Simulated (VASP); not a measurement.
## H: single point with PBE

H:

```
H
1.0
     3.84013    0.00000    0.00000
    -1.92007    3.32565    0.00000
     0.00000    0.00000    5.04666
H
4
Direct
  0.33333 0.66667 0.17650
  0.66667 0.33333 0.67650
  0.70573 0.33333 0.82350
  0.33333 0.66667 0.32350
```

This cell differs from its parent crystal: one atom moved.

| Quantity | Value |
| --- | --- |
| Program | VASP 6.6.1 |
| Task | single point |
| Functional | PBE |
| Potentials or basis | VASP PAW PBE potentials, release 64 (H) |
| Cutoff | 520 eV |
| k mesh | 9 × 9 × 6 |
| Occupations | gaussian, width 0.02 eV |
| Spin | no spin polarisation |
| Dipole correction | no |
| Further INCAR settings | ALGO = Normal; EDIFF = 1e-07; NBANDS = 10 |

```json
{"Pressure": "-0.1 GPa", "Largest force": "0.299 eV/Å", "Band gap on the k mesh": "9.33 eV"}
```

Forces on the atoms (eV/Å):
```
H    0.005  0.001 -0.299
H    0.044  0.000  0.216
H   -0.046  0.000 -0.216
H   -0.002  0.000  0.299
```

Stress tensor (GPa, compression positive):
```
-0.12  0.01 -0.08
 0.01 -0.11  0.00
-0.08  0.00  0.02
```

Levels at points of the mesh, in eV from the valence-band top:
| k point | band 1 | band 2 | band 3 | band 4 | band 5 | band 6 | band 7 |
| --- | --- | --- | --- | --- | --- | --- | --- |
| (0.00, 0.00, 0.00) | -1.42 | 0.00 | 9.33 | 11.96 | 15.04 | 16.33 | 17.19 |
| (0.00, 0.00, 0.50) | -0.80 | -0.74 | 10.35 | 10.41 | 16.90 | 17.15 | 18.29 |

Run time: 66 s on 1 thread of Intel(R) Xeon(R) Platinum 8488C (Sapphire Rapids), on a shared host, peak memory 0.25 GiB.

Caveat: the cell differs from its parent crystal (one atom moved); this functional lacks dispersion, which holds the molecules together, so the pressure and a relaxed volume are unreliable; an odd mesh through Γ misses points on the zone boundary, where band edges can lie.
